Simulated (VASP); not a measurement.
Here is a VASP 6.6.1 calculation.

Contents of POSCAR:

```
Ta2C
1.0
    3.0946136340      0.0000000000      0.0000000000
   -1.5473068170      2.6800140220      0.0000000000
    0.0000000000      0.0000000000      5.0411449255
Ta C
2 1
Direct
    0.3333333340      0.6666666660      0.2530369260
    0.6666666660      0.3333333340      0.7469630740
    0.0000000000      0.0000000000      0.0000000000
```

INCAR.step1

```
  PREC = Accurate
  ENCUT = 520
  ISMEAR = 0
  SIGMA = 0.1
  LREAL = False
  LASPH = True
  NELM = 100
  NBANDS = 20
  GGA = PE
  ALGO = Normal
  EDIFF = 1E-4
  LWAVE = True
  LCHARG = False
```

File INCAR.step2:

```
  PREC = Accurate
  ENCUT = 520
  EDIFF = 1E-7
  ISMEAR = 0
  SIGMA = 0.1
  LREAL = False
  LASPH = True
  NELM = 100
  ALGO = Normal
  ISIF = 2
  LWAVE = False
  LCHARG = True
  METAGGA = R2SCAN
  LMIXTAU = True
  LELF = True
  LVHAR = True
  NBANDS = 20
  ISTART = 1
```

File KPOINTS:

```
regular mesh
0
Gamma
  18 18 10
```

Potentials or basis: VASP PAW PBE potentials, release 64 (Ta_pv, C).

The run is started by

```console
$ cat potpaw_PBE.64/Ta_pv/POTCAR potpaw_PBE.64/C/POTCAR > POTCAR
$ cp INCAR.step1 INCAR
$ mpirun -np 1 vasp_std > vasp.out
$ cp INCAR.step2 INCAR
$ mpirun -np 1 vasp_std > vasp.out
```

(1) Estimate the pressure.

(2) Estimate the band gap on the k mesh.

Answers

(1) -1.9 GPa.

(2) zero (bands 13 and 14 overlap by 0.71 eV).

Caveat: the cell differs from its parent crystal (uniaxial strain along c: +2.0 %); the stress differs along the axes, from -8 to 1 GPa; the PAW data sets were made with another functional, which shifts forces and pressure a little; spin-orbit coupling is left out, which moves the levels of the heavy elements.
